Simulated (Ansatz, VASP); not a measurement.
# Two plane-wave programs on Al5H

The input INCAR:

```
  PREC = Accurate
  ENCUT = 520
  EDIFF = 1E-6
  ISMEAR = 0
  SIGMA = 0.1
  LREAL = F
  LASPH = T
  NELM = 100
  ALGO = Normal
  ISIF = 2
  LWAVE = F
  LCHARG = F
  GGA = PE
  NBANDS = 17
```

Contents of KPOINTS:

```
regular mesh
0
Gamma
  4 4 4
```

The input POSCAR:

```
Al5H
1.0
    0.0000000000      3.6074605200      3.6074605200
    3.6074605200      0.0000000000      3.6074605200
    3.6074605200      3.6074605200      0.0000000000
Al H
5 1
Direct
    0.2500000000      0.2500000000      0.2500000000
    0.1295901500      0.6234699500      0.6234699500
    0.6234699500      0.6234699500      0.6234699500
    0.6234699500      0.6234699500      0.1295901500
    0.6234699500      0.1295901500      0.6234699500
    0.0000000000      0.0000000000      0.0000000000
```

Input for Ansatz:

```yaml
crystal:
  lattice:
    - [0.0, 3.60746052, 3.60746052]
    - [3.60746052, 0.0, 3.60746052]
    - [3.60746052, 3.60746052, 0.0]
  atoms:
    - { symbol: Al, position: [0.25, 0.25, 0.25] }
    - { symbol: Al, position: [0.12959015, 0.62346995, 0.62346995] }
    - { symbol: Al, position: [0.62346995, 0.62346995, 0.62346995] }
    - { symbol: Al, position: [0.62346995, 0.62346995, 0.12959015] }
    - { symbol: Al, position: [0.62346995, 0.12959015, 0.62346995] }
    - { symbol: H, position: [0.0, 0.0, 0.0] }
basis:
  ecutwfc: 420
kpoints:
  mp_grid: { grid: [4, 4, 4] }
hamiltonian:
  xc: pbe
scf:
  occupations: { method: gaussian, width: 0.1 }
  lower_state_search: "off"
output:
  forces: true
  stress: true
  eigenvalues: true
```

Change from the starting cell: species swapped into the ZrNi5 type (F-43m, No. 216).

Alike in both runs: task single point; functional PBE; k mesh 4 × 4 × 4; occupations gaussian, width 0.1 eV; no spin polarisation.

```csv
,VASP,Ansatz
version,VASP 6.6.1,Ansatz 0.2.0
potentials or method,"VASP PAW PBE potentials, release 64 (Al, H), cutoff 520 eV","scalar-relativistic, plane waves, PAW"
valence electrons in the cell,16,16
```

```csv
,VASP,Ansatz,Ansatz less VASP
gap on the k mesh at the Fermi level (eV),none,none,-
pressure (GPa),7.5,7.5,+0.03
rms of the force components (eV/Å),0.419,0.420,+0.0006
```

Atom by atom the forces differ by 0.001 eV/Å (rms over components). A gap of «none» marks a metal or a gap that the smearing closes.

The k mesh is coarse, so the values compare programs but aren't converged.
